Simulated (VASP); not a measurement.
Here is a VASP 6.6.1 calculation.

File INCAR:

```
SYSTEM = Sb
PREC = Accurate
ENCUT = 520
EDIFF = 1E-7
ISMEAR = -1
SIGMA = 0.05
LREAL = .False.
LASPH = .True.
NELM = 100
ALGO = Normal
ISIF = 2
LWAVE = .False.
LCHARG = .False.
GGA = PS
NBANDS = 8
```

The input KPOINTS:

```
Automatic mesh
0
Gamma
  19 19 19
  0 0 0
```

The input POSCAR:

```
Sb
1.0
   -1.4598500000      1.4598500000      2.4800000000
    1.4598500000     -1.4598500000      2.4800000000
    1.4598500000      1.4598500000     -2.4800000000
Sb
1
Direct
    0.0000000000      0.0000000000      0.0000000000
```

Potentials or basis: VASP PAW PBE potentials, release 64 (Sb).

Launch:

```bash
$ cat potpaw_PBE.64/Sb/POTCAR > POTCAR
$ mpirun -np 1 vasp_std > vasp.out
```

Question: Estimate the pressure.

Answer: 25.0 GPa.

Stress tensor (GPa, compression positive):
```
26.63  0.00  0.00
 0.00 26.63  0.00
 0.00  0.00 21.79
```

Caveat: the cell differs from its parent crystal (equal xx and yy strain of -3 %); the PAW data sets were made with another functional, which shifts forces and pressure a little.
